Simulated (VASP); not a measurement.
A run of VASP 6.6.1:

Contents of INCAR:

```
SYSTEM = WS3
PREC = Accurate ; ENCUT = 520
EDIFF = 1E-6 ; ISMEAR = 0
SIGMA = 0.02 ; LREAL = .False.
LASPH = .True. ; NELM = 80
ALGO = Normal ; ISIF = 2
LWAVE = .False. ; LCHARG = .False.
GGA = PE ; NBANDS = 42
```

KPOINTS

```
Automatic mesh
0
Gamma
  3 3 10
  0 0 0
```

The input POSCAR:

```
WS3
1.0
    9.8688827055      0.0000000000      0.0000000000
   -4.9344413527      8.5467031300      0.0000000000
    0.0000000000      0.0000000000      2.9464338952
W S
2 6
Direct
    0.3333333333      0.6666666667      0.2114392590
    0.6666666667      0.3333333333      0.7114392590
    0.5450977019      0.8217758066      0.7620365862
    0.2766781047      0.4549022981      0.7620365862
    0.1782241934      0.7233218953      0.7620365862
    0.4549022981      0.1782241934      0.2620365862
    0.7233218953      0.5450977019      0.2620365862
    0.8217758066      0.2766781047      0.2620365862
```

Potentials or basis: VASP PAW PBE potentials, release 64 (W_sv, S).

Command:

```bash
$ cat potpaw_PBE.64/W_sv/POTCAR potpaw_PBE.64/S/POTCAR > POTCAR
$ mpirun -np 1 vasp_std > vasp.out
```

Hardware: 1 thread of Intel(R) Xeon(R) 6975P-C (Granite Rapids), on a shared host.

Q: How long does it take, and how much memory?

A: Run time: 3.2 min on 1 thread of Intel(R) Xeon(R) 6975P-C (Granite Rapids) (shared host), peak memory 0.46 GiB. Counts: scf iterations 17, k points 18.
